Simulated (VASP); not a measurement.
# VO2 (P4_2/mnm) in VASP: further runs

The runs below take VO2 through single point, with PBE+U.

Everything below comes from runs of VASP 6.6.1. Logs are shortened: lines on timing, memory, paths and dates and some standing lists are left out, and cuts for length are marked.

## (1) The cell of the first run

It takes space group P4_2/mnm (No. 136, tetragonal). The conventional cell has a = 4.237 Å, b = 4.237 Å, c = 2.905 Å, α = 90.00°, β = 90.00°, γ = 90.00°. V (site symmetry mmm) has 6 O at 1.79 to 1.89 Å within 2.4 Å. O (site symmetry m2m) has 3 V at 1.79 to 1.89 Å and 1 O at 2.40 Å within 2.5 Å.

## (2) Single point, PBE+U, collinear spin, ferromagnetic start

INCAR

```
SYSTEM = VO2
  PREC = Accurate
  ENCUT = 600
  EDIFF = 1E-6
  ISMEAR = 0
  SIGMA = 0.02
  LREAL = .FALSE.
  LASPH = .TRUE.
  NELM = 200
  ALGO = Normal
  ISIF = 2
  LWAVE = .FALSE.
  LCHARG = .FALSE.
  ISPIN = 2
  MAGMOM = -0.89 -0.89 0 0 0 0
  LORBIT = 11
  LMAXMIX = 4
  LDAU = .TRUE.
  LDAUTYPE = 2
  LDAUL = 2 -1
  LDAUU = 3.25 0
  LDAUJ = 0 0
  LDAUPRINT = 1
  GGA = PE
  NBANDS = 38
  GGA_COMPAT = .FALSE.
```

KPOINTS

```
Automatic mesh
0
G
  6 6 10
  0 0 0
```

POSCAR

```
VO2
1.0
    4.2368627753      0.0000000000      0.0000000000
    0.0000000000      4.2368627753      0.0000000000
    0.0000000000      0.0000000000      2.9051910780
V O
2 4
Direct
    0.0000000000      0.0000000000      0.0000000000
    0.5000000000      0.5000000000      0.5000000000
    0.2993213241      0.2993213241      0.0000000000
    0.7006786759      0.7006786759      0.0000000000
    0.7993213241      0.2006786759      0.5000000000
    0.2006786759      0.7993213241      0.5000000000
```

Potentials or basis: VASP PAW PBE potentials, release 64 (V_sv, O).

Run with:

```bash
$ cat potpaw_PBE.64/V_sv/POTCAR potpaw_PBE.64/O/POTCAR > POTCAR
$ mpirun -np 1 vasp_std > vasp.out
```

OUTCAR:

```text
SYSTEM = VO2
   PREC = Accurate
   ENCUT = 600
   EDIFF = 1E-6
   ISMEAR = 0
   LREAL = .FALSE.
   LASPH = .TRUE.
   NELM = 200
   ISIF = 2
   ISPIN = 2
   LORBIT = 11
   GGA = PE

 ion  position               nearest neighbor table
   1  0.000  0.000  0.000-   3 1.79   4 1.79   5 1.89   6 1.89   5 1.89   6 1.89
   2  0.500  0.500  0.500-   5 1.79   6 1.79   3 1.89   4 1.89   3 1.89   4 1.89
   3  0.299  0.299  0.000-   1 1.79   2 1.89   2 1.89
   4  0.701  0.701  0.000-   1 1.79   2 1.89   2 1.89
   5  0.799  0.201  0.500-   2 1.79   1 1.89   1 1.89
   6  0.201  0.799  0.500-   2 1.79   1 1.89   1 1.89

  LATTYP: Found a simple tetragonal cell.
 ALAT       =     4.2368627753
 C/A-ratio  =     0.6856939278

  Lattice vectors:

 A1 = (   4.2368627753,   0.0000000000,   0.0000000000)
 A2 = (   0.0000000000,   4.2368627753,   0.0000000000)
 A3 = (   0.0000000000,   0.0000000000,   2.9051910780)

Analysis of symmetry for initial positions (statically):
=====================================================================
 Subroutine PRICEL returns:
 Original cell was already a primitive cell.

 Routine SETGRP: Setting up the symmetry group for a
 simple tetragonal supercell.

 Subroutine GETGRP returns: Found 16 space group operations
 (whereof  8 operations were pure point group operations)
 out of a pool of 16 trial point group operations.

The static configuration has the point symmetry D_2h.
 The point group associated with its full space group is D_4h.

Analysis of symmetry for dynamics (positions and initial velocities):
=====================================================================
 Subroutine PRICEL returns:
 Original cell was already a primitive cell.

 Routine SETGRP: Setting up the symmetry group for a
 simple tetragonal supercell.

 Subroutine GETGRP returns: Found 16 space group operations
 (whereof  8 operations were pure point group operations)
 out of a pool of 16 trial point group operations.

The dynamic configuration has the point symmetry D_2h.
 The point group associated with its full space group is D_4h.

Analysis of structural, dynamic, and magnetic symmetry:
=====================================================================
 Subroutine PRICEL returns:
 Original cell was already a primitive cell.

 Routine SETGRP: Setting up the symmetry group for a
 simple tetragonal supercell.

 Subroutine GETGRP returns: Found 16 space group operations
 (whereof  8 operations were pure point group operations)
 out of a pool of 16 trial point group operations.

The overall configuration has the point symmetry D_2h.
 The point group associated with its full space group is D_4h.

 Subroutine INISYM returns: Found 16 space group operations
 (whereof  8 operations are pure point group operations),
 and found     1 'primitive' translations

----------------------------------------------------------------------------------------

                                     Primitive cell

  volume of cell :      52.1511

  direct lattice vectors                    reciprocal lattice vectors
     4.236862775  0.000000000  0.000000000     0.236023693  0.000000000  0.000000000
     0.000000000  4.236862775  0.000000000     0.000000000  0.236023693  0.000000000
     0.000000000  0.000000000  2.905191078     0.000000000  0.000000000  0.344211438

  length of vectors
     4.236862775  4.236862775  2.905191078     0.236023693  0.236023693  0.344211438

  position of ions in fractional coordinates (direct lattice)
     0.000000000  0.000000000  0.000000000
     0.500000000  0.500000000  0.500000000
[... 153 lines left out ...]
  o =  0.1568  v =  0.0000  0.0000  0.0000  0.0000  0.0000 -0.0000  0.7071  0.0000  0.7071  0.0000      0.0000  0.0000  0.0000  0.0000  0.0000  0.0000  0.0000  0.0000  0.0000  0.0000
  o =  0.1777  v =  0.0000  0.0000  0.0000  0.0000  0.0000 -0.0000 -0.0000  0.0000 -0.0000  1.0000      0.0000  0.0000  0.0000  0.0000  0.0000  0.0000  0.0000  0.0000  0.0000  0.0000
  o =  0.3040  v =  0.0000 -0.7071 -0.0000  0.7071 -0.0000  0.0000  0.0000  0.0000  0.0000  0.0000      0.0000  0.0000  0.0000  0.0000  0.0000  0.0000  0.0000  0.0000  0.0000  0.0000
  o =  0.3190  v =  0.0000  0.0000  0.0000  0.0000  0.0000  0.0000 -0.7071 -0.0000  0.7071  0.0000      0.0000  0.0000  0.0000  0.0000  0.0000  0.0000  0.0000  0.0000  0.0000  0.0000
  o =  0.3622  v =  0.8290 -0.0000 -0.5592 -0.0000  0.0000  0.0000  0.0000  0.0000  0.0000  0.0000      0.0000  0.0000  0.0000  0.0000  0.0000  0.0000  0.0000  0.0000  0.0000  0.0000
  o =  0.4259  v =  0.0000  0.0000  0.0000  0.0000  0.0000 -0.8322 -0.0000  0.5545  0.0000 -0.0000      0.0000  0.0000  0.0000  0.0000  0.0000  0.0000  0.0000  0.0000  0.0000  0.0000
  o =  0.9297  v =  0.0000  0.0000  0.0000  0.0000  0.0000 -0.5545  0.0000 -0.8322 -0.0000  0.0000      0.0000  0.0000  0.0000  0.0000  0.0000  0.0000  0.0000  0.0000  0.0000  0.0000

atom =   2  type =  1  l = 2

 onsite density matrix

spin component  1

  0.2711  0.0000  0.1351  0.0000  0.0000
  0.0000  0.2158  0.0000  0.0882  0.0000
  0.1351  0.0000  0.1619  0.0000 -0.0000
  0.0000  0.0882  0.0000  0.2158  0.0000
  0.0000  0.0000 -0.0000  0.0000  0.1441

spin component  2

  0.5808  0.0000 -0.2325  0.0000  0.0000
  0.0000  0.2379  0.0000  0.0811  0.0000
 -0.2325  0.0000  0.7748  0.0000 -0.0000
  0.0000  0.0811  0.0000  0.2379  0.0000
  0.0000  0.0000 -0.0000  0.0000  0.1777

 occupancies and eigenvectors

  o =  0.0708  v = -0.5592  0.0000  0.8290 -0.0000  0.0000  0.0000  0.0000  0.0000  0.0000  0.0000      0.0000  0.0000  0.0000  0.0000  0.0000  0.0000  0.0000  0.0000  0.0000  0.0000
  o =  0.1276  v = -0.0000 -0.7071  0.0000  0.7071  0.0000  0.0000  0.0000  0.0000  0.0000  0.0000      0.0000  0.0000  0.0000  0.0000  0.0000  0.0000  0.0000  0.0000  0.0000  0.0000
  o =  0.1441  v =  0.0000  0.0000 -0.0000 -0.0000  1.0000  0.0000  0.0000  0.0000  0.0000  0.0000      0.0000  0.0000  0.0000  0.0000  0.0000  0.0000  0.0000  0.0000  0.0000  0.0000
  o =  0.1568  v =  0.0000  0.0000  0.0000  0.0000  0.0000  0.0000 -0.7071  0.0000  0.7071 -0.0000      0.0000  0.0000  0.0000  0.0000  0.0000  0.0000  0.0000  0.0000  0.0000  0.0000
  o =  0.1777  v =  0.0000  0.0000  0.0000  0.0000  0.0000  0.0000 -0.0000  0.0000  0.0000  1.0000      0.0000  0.0000  0.0000  0.0000  0.0000  0.0000  0.0000  0.0000  0.0000  0.0000
  o =  0.3040  v = -0.0000 -0.7071  0.0000 -0.7071 -0.0000  0.0000  0.0000  0.0000  0.0000  0.0000      0.0000  0.0000  0.0000  0.0000  0.0000  0.0000  0.0000  0.0000  0.0000  0.0000
  o =  0.3190  v =  0.0000  0.0000  0.0000  0.0000  0.0000  0.0000 -0.7071  0.0000 -0.7071 -0.0000      0.0000  0.0000  0.0000  0.0000  0.0000  0.0000  0.0000  0.0000  0.0000  0.0000
  o =  0.3622  v = -0.8290  0.0000 -0.5592  0.0000  0.0000  0.0000  0.0000  0.0000  0.0000  0.0000      0.0000  0.0000  0.0000  0.0000  0.0000  0.0000  0.0000  0.0000  0.0000  0.0000
  o =  0.4259  v =  0.0000  0.0000  0.0000  0.0000  0.0000 -0.8322  0.0000 -0.5545  0.0000  0.0000      0.0000  0.0000  0.0000  0.0000  0.0000  0.0000  0.0000  0.0000  0.0000  0.0000
  o =  0.9297  v =  0.0000  0.0000  0.0000  0.0000  0.0000 -0.5545  0.0000  0.8322  0.0000 -0.0000      0.0000  0.0000  0.0000  0.0000  0.0000  0.0000  0.0000  0.0000  0.0000  0.0000

 number of electron      49.9999977 magnetization      -1.9999771

 Free energy of the ion-electron system (eV)
  ---------------------------------------------------
  ext. energy  EPLUGINS =         0.00000000
  ---------------------------------------------------
  free energy    TOTEN  =       -45.15072911 eV

  energy without entropy =      -45.15072911  energy(sigma->0) =      -45.15072911

 E-fermi :   7.3025     XC(G=0): -12.4956

 val. band max:        7.1866077932   @ k =   0.3333   0.1667   0.2000
 cond. band min:       8.1063494265   @ k =   0.5000   0.0000   0.5000
 fundamental gap:      0.9197416333
 Fermi energy:         7.3024992623

 spin component 1

 k-point     1 :       0.0000    0.0000    0.0000
  band No.  band energies     occupation
      1     -57.2329      1.00000
      2     -57.2100      1.00000
      3     -31.9300      1.00000
      4     -31.9300      1.00000
      5     -30.7139      1.00000
      6     -30.6628      1.00000
[... 1913 lines left out ...]
     36      19.0086      0.00000
     37      21.8132      0.00000

 [... further k-points ...]

 [bands above 37 left out]

------------------------ aborting loop because EDIFF is reached ----------------------------------------

  FORCE on cell =-STRESS in cart. coord.  units (eV):
  Direction    XX          YY          ZZ          XY          YZ          ZX
  --------------------------------------------------------------------------------------
  -------------------------------------------------------------------------------------
  Total       17.9740998     17.9740998     17.8991447      0.0000000      0.0000000      0.0000000
  in kB      552.1972422    552.1972422    549.8944835      0.0000000      0.0000000      0.0000000
  external PRESSURE =     551.4296559 kB  Pullay stress =       0.0000000 kB

 VOLUME and BASIS-vectors are now :
 -----------------------------------------------------------------------------
  energy-cutoff  :      600.00
  volume of cell :       52.15
      direct lattice vectors                 reciprocal lattice vectors
     4.236862775  0.000000000  0.000000000     0.236023693  0.000000000  0.000000000
     0.000000000  4.236862775  0.000000000     0.000000000  0.236023693  0.000000000
     0.000000000  0.000000000  2.905191078     0.000000000  0.000000000  0.344211438

 POSITION                                       TOTAL-FORCE (eV/Angst)
 -----------------------------------------------------------------------------------
      0.00000      0.00000      0.00000        -0.000000      0.000000     -0.000000
      2.11843      2.11843      1.45260        -0.000000      0.000000     -0.000000
      1.26818      1.26818      0.00000         0.061674      0.061674     -0.000000
      2.96868      2.96868      0.00000        -0.061674     -0.061674      0.000000
      3.38661      0.85025      1.45260         0.061674     -0.061674      0.000000
      0.85025      3.38661      1.45260        -0.061674      0.061674     -0.000000
 -----------------------------------------------------------------------------------
    total drift:                                0.000000      0.000000     -0.000000

  FREE ENERGIE OF THE ION-ELECTRON SYSTEM (eV)
  ---------------------------------------------------
  free  energy   TOTEN  =       -45.1507291147 eV

  energy  without entropy=      -45.1507291147  energy(sigma->0) =      -45.15072911

 total charge

# of ion       s       p       d       tot
------------------------------------------
    1        2.340   6.450   2.976  11.767
    2        2.340   6.450   2.976  11.767
    3        1.577   3.589   0.000   5.165
    4        1.577   3.589   0.000   5.165
    5        1.577   3.589   0.000   5.165
    6        1.577   3.589   0.000   5.165
--------------------------------------------------
tot         10.988  27.255   5.952  44.195

 magnetization (x)

# of ion       s       p       d       tot
------------------------------------------
    1       -0.016  -0.016  -0.998  -1.030
    2       -0.016  -0.016  -0.998  -1.030
    3        0.002   0.025   0.000   0.027
    4        0.002   0.025   0.000   0.027
    5        0.002   0.025   0.000   0.027
    6        0.002   0.025   0.000   0.027
--------------------------------------------------
tot         -0.026   0.069  -1.996  -1.953
```

Wall time 1.7 min (1 thread of Intel Xeon 6975P-C (Granite Rapids), shared host); peak memory 0.33 GiB.

What came out:

```yaml
Free_energy: -45.1507 eV
Pressure: 55.1 GPa
Largest_force: 0.087 eV/Å
Band_gap_on_the_k_mesh: 0.92 eV (least direct gap 1.19 eV)
Net_moment: -2.00 μB per cell
Site_moments: V -1.03; O +0.03 μB
Valence_electrons_inside_the_program's_atomic_spheres: V 11.77; O 5.17
```

Forces in eV/Å, atoms in the order of the input:
```
V    0.000  0.000  0.000
V    0.000  0.000  0.000
O    0.062  0.062  0.000
O   -0.062 -0.062  0.000
O    0.062 -0.062  0.000
O   -0.062  0.062  0.000
```

Eigenvalues of the final occupation matrices:
```csv
site,spin,trace,eigenvalues
site 1 d,1,1.01,0.07 0.13 0.14 0.30 0.36
site 1 d,2,2.01,0.16 0.18 0.32 0.43 0.93
site 2 d,1,1.01,0.07 0.13 0.14 0.30 0.36
site 2 d,2,2.01,0.16 0.18 0.32 0.43 0.93
```

Caveat: the cell stands under pressure. A k mesh can miss the band edges.

(Part 1 of 2 ends here.)
